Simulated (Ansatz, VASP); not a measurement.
# One calculation of AlGa3N4, two programs

```
Al Ga N
1.0
     4.42675    0.10336    0.10336
     0.10336    4.42675    0.10336
     0.10336    0.10336    4.42675
Al Ga N
1 3 4
Direct
  0.00000 0.00000 0.00000
  0.50000 0.50000 0.00000
  0.50000 0.00000 0.50000
  0.00000 0.50000 0.50000
  0.75481 0.75481 0.24519
  0.75481 0.24519 0.75481
  0.24519 0.75481 0.75481
  0.24519 0.24519 0.24519
```

Change from the starting cell: equal engineering shear yz, xz and xy +0.0467, equal normal strain along x, y and z +0.0000.

Alike in both runs: task single point; functional LDA; k mesh 6 × 6 × 6; occupations gaussian, width 0.05 eV; no spin polarisation.

|  | VASP | Ansatz |
| --- | --- | --- |
| version | VASP 6.6.1 | Ansatz 0.2.0 |
| potentials or method | VASP PAW LDA potentials, release 64 (Al, Ga_d, N), cutoff 520 eV | scalar-relativistic, plane waves, PAW |
| valence electrons in the cell | 62 | 62 |

|  | VASP | Ansatz | Ansatz less VASP |
| --- | --- | --- | --- |
| gap on the k mesh at the Fermi level (eV) | 2.32 | 2.32 | -0.006 |
| least direct gap on the mesh (eV) | 2.32 | 2.32 | -0.006 |
| pressure (GPa) | 2.7 | 1.7 | -0.98 |
| traceless stress, the component that is largest in VASP (GPa) | -9.41 | -9.26 | +0.154 |
| rms of the force components (eV/Å) | 0.330 | 0.312 | -0.0176 |

Ansatz warns that its potentials were made for another functional, while VASP's fit it. LDA's correlation is that of Perdew and Zunger in VASP and of Perdew and Wang (1992) in Ansatz. Atom by atom the forces differ by 0.021 eV/Å (rms over components).
